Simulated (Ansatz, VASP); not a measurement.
# AlN in VASP and in Ansatz

```
CELL_PARAMETERS angstrom
2.02262 -2.02262 0.00000
2.02262 0.00000 -2.02262
10.45021 7.07917 6.74207
ATOMIC_POSITIONS crystal
Al 0.52083 0.47222 0.29167
Al 0.93750 0.91667 0.12500
Al 0.10417 0.02778 0.45833
Al 0.27083 0.13889 0.79167
Al 0.68750 0.58333 0.62500
Al 0.85417 0.69444 0.95833
N 0.81250 0.75000 0.37500
N 0.22917 0.19444 0.20833
N 0.39583 0.30556 0.54167
N 0.56250 0.41667 0.87500
N 0.97917 0.86111 0.70833
N 0.64583 0.63889 0.04167
```

Alike in both runs: task single point; functional PBEsol; k mesh 9 × 9 × 2; occupations gaussian, width 0.05 eV; no spin polarisation.

```csv
,VASP,Ansatz
version,VASP 6.6.1,Ansatz 0.2.0
potentials or method,"VASP PAW PBE potentials, release 64 (Al, N), cutoff 520 eV","scalar-relativistic, plane waves, PAW"
valence electrons in the cell,48,48
```

```csv
,VASP,Ansatz,Ansatz less VASP
gap on the k mesh at the Fermi level (eV),3.80,3.82,+0.023
least direct gap on the mesh (eV),4.40,4.40,-0.005
rms of the force components (eV/Å),10.621,11.103,+0.4819
```

VASP's potentials were made for PBE, not for PBEsol. Atom by atom the forces differ by 0.482 eV/Å (rms over components).
